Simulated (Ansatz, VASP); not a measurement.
**SiO2: VASP beside Ansatz**

```
CELL_PARAMETERS angstrom
6.72982 3.88546 4.89537
-6.72982 3.88546 4.89537
0.00000 -7.77093 4.89537
ATOMIC_POSITIONS crystal
Si 0.33743 0.10673 0.87386
Si 0.10673 0.87386 0.33743
Si 0.87386 0.33743 0.10673
Si 0.12614 0.89327 0.66257
Si 0.89327 0.66257 0.12614
Si 0.66257 0.12614 0.89327
Si 0.66257 0.89327 0.12614
Si 0.89327 0.12614 0.66257
Si 0.12614 0.66257 0.89327
Si 0.87386 0.10673 0.33743
Si 0.10673 0.33743 0.87386
Si 0.33743 0.87386 0.10673
O 0.26425 0.00000 0.73575
O 0.00000 0.73575 0.26425
O 0.73575 0.26425 0.00000
O 0.73575 0.00000 0.26425
O 0.00000 0.26425 0.73575
O 0.26425 0.73575 0.00000
O 0.65886 0.97695 0.97695
O 0.97695 0.97695 0.65886
O 0.97695 0.65886 0.97695
O 0.02305 0.02305 0.34114
O 0.02305 0.34114 0.02305
O 0.34114 0.02305 0.02305
O 0.24916 0.90145 0.24916
O 0.24916 0.24916 0.90145
O 0.90145 0.24916 0.24916
O 0.09855 0.75084 0.75084
O 0.75084 0.09855 0.75084
O 0.75084 0.75084 0.09855
O 0.50000 0.83688 0.16312
O 0.16312 0.50000 0.83688
O 0.83688 0.16312 0.50000
O 0.50000 0.16312 0.83688
O 0.83688 0.50000 0.16312
O 0.16312 0.83688 0.50000
```

Change from the starting cell: volume scaled by 0.97, ions relaxed.

Alike in both runs: functional PBE; k mesh 3 × 3 × 3; occupations fermi-dirac, width 0.02 eV; no spin polarisation.

Ansatz relaxed the structure, and its values are those at the end. VASP's run is a single point on that final structure, the one shown.

|  | VASP | Ansatz |
| --- | --- | --- |
| version | VASP 6.6.1 | Ansatz 0.2.0 |
| potentials or method | VASP PAW PBE potentials, release 64 (Si, O) | plane-wave PAW, scalar-relativistic |
| plane-wave cutoff (eV) | 520 | 420 |
| valence electrons in the cell | 192 | 192 |

```csv
,VASP,Ansatz,Ansatz less VASP
gap on the k mesh at the Fermi level (eV),5.78,5.79,+0.008
pressure (GPa),3.2,3.1,-0.09
rms of the force components (eV/Å),0.016,0.005,-0.0109
```

Ansatz's warnings: stress scf threshold loose.
